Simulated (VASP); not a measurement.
Write the native input for VASP 6.6.1 that does the following.

```
Task                   : single point
Functional             : PBE
Potentials or basis    : VASP PAW PBE potentials, release 64 (Sc_sv, B, Sb)
Cutoff                 : 520 eV
k mesh                 : 6 × 6 × 2
Occupations            : gaussian, width 0.1 eV
Spin                   : no spin polarisation
Dipole correction      : no
Further INCAR settings : ALGO = Normal; EDIFF = 1e-06; NBANDS = 24
```

The structure of Sc2B2Sb lies in POSCAR:

```
Sc2B2Sb
1.0
    3.2475154064      0.0000000000      0.0000000000
   -1.6237577032      2.8124308412      0.0000000000
    0.0000000000      0.0000000000      9.0896974276
Sc B Sb
2 2 1
Direct
    0.0000000000      0.0000000000      0.6816535120
    0.0000000000      0.0000000000      0.3183464880
    0.3333333333      0.6666666667      0.5000000000
    0.6666666667      0.3333333333      0.5000000000
    0.0000000000      0.0000000000      0.0000000000
```

The cell was generated, and may not be a known phase.

The input as run:

INCAR

```
SYSTEM = Sc2B2Sb
PREC     = Accurate       ! precision mode
ENCUT    = 520            ! plane-wave cutoff, eV
EDIFF    = 1E-6           ! SCF threshold, eV
ISMEAR   = 0              ! smearing method
SIGMA    = 0.1            ! smearing width, eV
LREAL    = .False.        ! projectors in reciprocal space
LASPH    = .True.         ! aspherical terms in the spheres
NELM     = 60             ! most SCF steps
ALGO     = Normal         ! electronic algorithm
ISIF     = 2              ! what is computed and relaxed
LWAVE    = .False.        ! write WAVECAR
LCHARG   = .True.         ! write CHGCAR
GGA      = PE             ! functional
LELF     = .True.         ! ELF
LVHAR    = .True.       
NBANDS   = 24             ! bands
```

KPOINTS

```
regular mesh
0
Gamma
  6 6 2
  0 0 0
```

Potentials or basis: VASP PAW PBE potentials, release 64 (Sc_sv, B, Sb).

Command:

```bash
$ cat potpaw_PBE.64/Sc_sv/POTCAR potpaw_PBE.64/B/POTCAR potpaw_PBE.64/Sb/POTCAR > POTCAR
$ mpirun -np 1 vasp_std > vasp.out
```

It gave:

- Pressure: 0.1 GPa
- Largest force: 0.035 eV/Å
- Band gap on the k mesh: zero (an odd number of electrons rules out a gap without spin polarisation)

Caveat: the k points lie up to 0.37 Å⁻¹ apart, too coarse for converged energies and pressures of a metal; spin-orbit coupling is left out, which moves the levels of the heavy elements.

It took 13 s on 1 thread of Intel(R) Xeon(R) 6975P-C (Granite Rapids) (shared host), peak memory 0.2 GiB.
